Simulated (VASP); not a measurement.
# FeGe: relaxation of cell and atoms with PBE

FeGe:

```xyz
2
Lattice="2.8985 0.0000 0.0000 0.0000 2.8985 0.0000 0.0000 0.0000 2.8985" Properties=species:S:1:pos:R:3 pbc="T T T"
Fe    0.0000    0.0000    0.0000
Ge    1.4492    1.4492    1.4492
```

The cell was generated, and may not be a known phase.

* Program: VASP 6.6.1
* Task: relaxation of cell and atoms
* Functional: PBE
* Potentials or basis: VASP PAW PBE potentials, release 64 (Fe, Ge_d)
* Cutoff: 600 eV
* k mesh: 20 × 20 × 20
* Occupations: gaussian, width 0.1 eV
* Spin: no spin polarisation
* Dipole correction: no
* Further INCAR settings: ALGO = Normal; EDIFF = 1e-06; IBRION = 2; EDIFFG = -0.01; NSW = 100; ISIF = 3

```yaml
Relaxed_volume: 12.13 Å³/atom
Relaxed_cell: a = 2.895 Å, b = 2.895 Å, c = 2.895 Å, α = 90.00°, β = 90.00°, γ = 90.00°
Space_group_after_relaxing_to_0.1_Å: Pm-3m (No. 221)
Energy_gained_by_relaxing: 0.1 meV/atom
Ionic_steps: 3
Pressure_after_relaxing: 0.0 GPa
Band_gap_on_the_k_mesh: zero (bands 11 and 12 overlap by 0.45 eV)
```

The path:
```
step  energy change (eV)  largest force (eV/Å)  pressure (GPa)  volume (Å³)
   1              0.0000                0.0000           -0.69        24.35
   2              0.0000                0.0000            0.75        24.17
   3             -0.0002                0.0000            0.02        24.26
```

Final structure:
```
CELL_PARAMETERS angstrom
2.89492 0.00000 0.00000
0.00000 2.89492 0.00000
0.00000 0.00000 2.89492
ATOMIC_POSITIONS crystal
Fe 0.00000 0.00000 0.00000
Ge 0.50000 0.50000 0.50000
```

Levels at points of the mesh, in eV from the Fermi level:
| k point | band 7 | band 8 | band 9 | band 10 | band 11 | band 12 | band 13 | band 14 | band 15 |
| --- | --- | --- | --- | --- | --- | --- | --- | --- | --- |
| (0.00, 0.00, 0.00) | -2.73 | -2.73 | -0.48 | -0.48 | -0.48 | 3.04 | 3.04 | 3.04 | 9.72 |
| (0.50, 0.00, 0.00) | -7.92 | -2.26 | -1.89 | -1.89 | -0.42 | 0.40 | 8.01 | 8.01 | 9.38 |
| (0.50, 0.50, 0.00) | -4.64 | -4.64 | -2.75 | -1.15 | -1.15 | 0.16 | 1.46 | 3.02 | 7.87 |
| (0.50, 0.50, 0.50) | -5.12 | -5.12 | -3.68 | 0.21 | 0.21 | 2.86 | 2.86 | 2.86 | 3.95 |

Run time: 3.7 min on 1 thread of Intel Xeon 8259CL, on a shared host, peak memory 0.27 GiB.

Caveat: the run has no spin polarisation, though such a crystal can be magnetic. Spin polarisation is off, so any magnetic state and its effect on volume and gap are missing.
